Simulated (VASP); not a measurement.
**NaGa12O18 (a cell with a defect) (Na interstitial hop between voids): single point with PBE**

NaGa12O18 (a cell with a defect) (Na interstitial hop between voids):

```xyz
31
Lattice="0.0000 9.2497 0.0000 -1.3977 0.0000 5.7086 6.2280 -1.5416 0.0067" Properties=species:S:1:pos:R:3 pbc="T T T"
Ga    3.3787    0.0085    3.6800
Ga    1.4491    1.6062    1.8179
Ga    4.9390    1.6753    1.1436
Ga   -0.2016   -0.0174    4.4038
Ga    3.2852    3.0866    3.8973
Ga    1.5753    4.6397    1.7383
Ga    4.7538    4.6160    1.1559
Ga    0.0187    3.1032    4.5051
Ga    3.2707    6.1034    3.9137
Ga    1.5063    7.6357    1.8250
Ga    5.1119    7.6372    1.1134
Ga    0.0109    6.1378    4.5067
O    -0.9959    1.5996    4.1369
O     5.7708    0.0747    1.4935
O     3.4251    1.5211    2.3332
O     1.3515   -0.0212    3.2686
O     1.3594   -0.0009    0.6027
O     3.0154    1.5436    5.0381
O    -1.0009    4.6206    4.1922
O     5.8759    3.1730    1.4739
O     3.4271    4.5998    2.4810
O     1.3788    3.0782    3.1971
O     1.8554    3.0827    0.5920
O     2.8903    4.5960    5.0811
O    -1.0426    7.6265    4.1785
O     5.8184    6.0470    1.5661
O     3.4930    7.7996    2.2879
O     1.4138    6.1774    3.2181
O     1.9331    6.1778    0.5793
O     3.1413    7.6966    5.0154
Na    1.9511    9.1806    6.0036
```

```
Program                : VASP 6.6.1
Task                   : single point
Functional             : PBE
Potentials or basis    : VASP PAW PBE potentials, release 64 (Ga_d, O, Na_pv)
Cutoff                 : 520 eV
k mesh                 : 1 × 1 × 1, shifted
Occupations            : fermi-dirac, width 0.01 eV
Spin                   : no spin polarisation
Dipole correction      : no
Charge                 : 1
Further INCAR settings : LREAL = Auto; ALGO = Normal; EDIFF = 1e-07; NBANDS = 156; NELECT = 270.0
```

* Largest force: 0.057 eV/Å

Forces on the atoms (eV/Å):
```
Ga   0.006  0.000  0.013
Ga  -0.005 -0.007  0.003
Ga   0.014  0.008  0.008
Ga  -0.011  0.001 -0.007
Ga   0.015 -0.006 -0.003
Ga  -0.017  0.002  0.000
Ga  -0.003 -0.001 -0.002
Ga   0.009 -0.003  0.006
Ga   0.009  0.023 -0.015
Ga  -0.003  0.006  0.000
Ga   0.021 -0.010  0.013
Ga   0.011  0.003  0.003
O    0.004  0.002  0.000
O   -0.018  0.006  0.005
O    0.001  0.012 -0.002
O    0.000  0.005  0.006
O   -0.057 -0.002  0.006
O   -0.014 -0.009 -0.007
O   -0.014 -0.001 -0.007
O    0.005  0.005  0.008
O    0.014  0.000  0.001
O   -0.006  0.006  0.004
O    0.022 -0.005 -0.018
O   -0.020  0.001  0.018
O    0.003 -0.004 -0.009
O   -0.001 -0.011  0.009
O    0.006 -0.025  0.001
O   -0.012 -0.003  0.004
O    0.023  0.007 -0.015
O   -0.010 -0.002 -0.009
Na   0.028 -0.001 -0.013
```

Levels at points of the mesh, in eV from the Fermi level:
```csv
k point,band 132,band 133,band 134,band 135,band 136,band 137,band 138,band 139
"(0.25, 0.25, 0.25)",-0.75,-0.58,-0.45,-0.34,3.78,4.47,5.11,5.39
```

Wall time 98 s on 1 thread of Intel(R) Xeon(R) 6975P-C (Granite Rapids) (shared host), peak memory 0.39 GiB.

Caveat: the k points lie up to 1.10 Å⁻¹ apart; the cell carries a net charge on a neutralising background, which shifts energy and pressure; the cell is charged against a uniform background, so pressure and absolute levels hang on convention.
